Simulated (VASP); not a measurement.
Zn, 1 atom in the cell. It takes space group Pm-3m (No. 221, cubic). The conventional cell has a = 2.763 Å, b = 2.763 Å, c = 2.763 Å, α = 90.00°, β = 90.00°, γ = 90.00°. Within 3.6 Å of Zn (site symmetry m-3m) lie 6 Zn at 2.76 Å.  This cell differs from its parent crystal: volume scaled by 1.04.

- Program: VASP 6.6.1
- Task: single point
- Functional: BLYP
- Potentials or basis: VASP PAW PBE potentials, release 64 (Zn)
- Cutoff: 520 eV
- k mesh: 13 × 13 × 13
- Occupations: fermi-dirac, width 0.1 eV
- Spin: no spin polarisation
- Dipole correction: no
- Further INCAR settings: ALGO = Normal; EDIFF = 1e-06; NBANDS = 12

Potentials or basis: VASP PAW PBE potentials, release 64 (Zn).

Launch:

```sh
$ cat potpaw_PBE.64/Zn/POTCAR > POTCAR
$ mpirun -np 1 vasp_std > vasp.out
```

Hardware: 1 thread of Intel(R) Xeon(R) Platinum 8488C (Sapphire Rapids), with other jobs on the host.

Problem. How long does it take, and how much memory?

Solution. Wall time 11 s on 1 thread of Intel(R) Xeon(R) Platinum 8488C (Sapphire Rapids) (shared host), peak memory 0.12 GiB. Counts: scf iterations 11, k points 84.
